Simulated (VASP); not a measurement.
CrPb7S8: single point with PBEsol+U

CrPb7S8:

```
Cr Pb S
1.0
     0.00000    5.92370    5.92370
     5.92370    0.00000    5.92370
     5.92370    5.92370    0.00000
Cr Pb S
1 7 8
Direct
  0.00000 0.00000 0.00000
  0.00000 0.00000 0.50000
  0.00000 0.50000 0.00000
  0.00000 0.50000 0.50000
  0.50000 0.00000 0.00000
  0.50000 0.00000 0.50000
  0.50000 0.50000 0.00000
  0.50000 0.50000 0.50000
  0.25000 0.25000 0.25000
  0.23685 0.23685 0.76315
  0.23685 0.76315 0.23685
  0.23685 0.76315 0.76315
  0.76315 0.23685 0.23685
  0.76315 0.23685 0.76315
  0.76315 0.76315 0.23685
  0.75000 0.75000 0.75000
```

```yaml
Program: VASP 6.6.1
Task: single point
Functional: PBEsol
Potentials_or_basis: VASP PAW PBE potentials, release 64 (Cr_pv, Pb_d, S)
Cutoff: 520 eV
k_mesh: 3 × 3 × 3
Occupations: gaussian, width 0.05 eV
Spin: collinear spin
Starting_moments: "[3.96, 0.0, 0.0, 0.0, 0.0, 0.0, 0.0, 0.03, 0.0, -0.05, -0.05, -0.05, -0.05, -0.05, -0.05, 0.0] μB"
Hubbard_terms: Cr d U = 3.0 eV
Dipole_correction: no
Further_INCAR_settings: LREAL = Auto; ALGO = Normal; EDIFF = 1e-06; NBANDS = 97
```

```json
{
 "Pressure": "-3.3 GPa",
 "Largest force": "0.066 eV/Å",
 "Band gap on the k mesh": "zero (filled and empty bands overlap)",
 "Net moment": "4.02 μB per cell",
 "Site moments": "Cr +3.93; Pb -0.00, +0.03; S -0.01, -0.04 μB",
 "Valence electrons inside the program's atomic spheres": "Cr 10.35; Pb 11.83, 11.77; S 3.65, 3.64"
}
```

Forces in eV/Å, atoms in the order of the input:
```
Cr   0.000  0.000  0.000
Pb   0.000  0.000  0.000
Pb   0.000  0.000  0.000
Pb   0.000  0.000  0.000
Pb   0.000  0.000  0.000
Pb   0.000  0.000  0.000
Pb   0.000  0.000  0.000
Pb   0.000  0.000  0.000
S    0.000  0.000  0.000
S    0.000  0.000 -0.066
S    0.000 -0.066  0.000
S    0.066  0.000  0.000
S   -0.066  0.000  0.000
S    0.000  0.066  0.000
S    0.000  0.000  0.066
S    0.000  0.000  0.000
```

Levels at points of the mesh, in eV from the Fermi level:
Spin up:
| k point | band 77 | band 78 | band 79 | band 80 | band 81 | band 82 | band 83 | band 84 |
| --- | --- | --- | --- | --- | --- | --- | --- | --- |
| (0.00, 0.00, 0.00) | -1.47 | 0.19 | 0.19 | 0.19 | 0.33 | 0.33 | 0.33 | 0.51 |
Spin down:
| k point | band 74 | band 75 | band 76 | band 77 | band 78 | band 79 | band 80 | band 81 |
| --- | --- | --- | --- | --- | --- | --- | --- | --- |
| (0.00, 0.00, 0.00) | -1.67 | -0.05 | -0.05 | -0.05 | 0.33 | 0.55 | 0.55 | 0.55 |

Eigenvalues of the final occupation matrices:
| site | spin | trace | eigenvalues |
| --- | --- | --- | --- |
| site 1 d | 1 | 4.00 | 0.64 0.64 0.91 0.91 0.91 |
| site 1 d | 2 | 0.12 | 0.01 0.01 0.01 0.04 0.04 |

It took 92 s on 1 × NVIDIA H100 80GB with 1 thread of Intel(R) Xeon(R) Platinum 8481C CPU @ 2.70GHz (Sapphire Rapids), on a shared host, peak memory 1.6 GiB.

Caveat: the PAW data sets were made with another functional, which shifts forces and pressure a little; spin-orbit coupling is left out, which moves the levels of the heavy elements; a cell with one magnetic atom can't hold antiferromagnetic order, which such compounds often take.
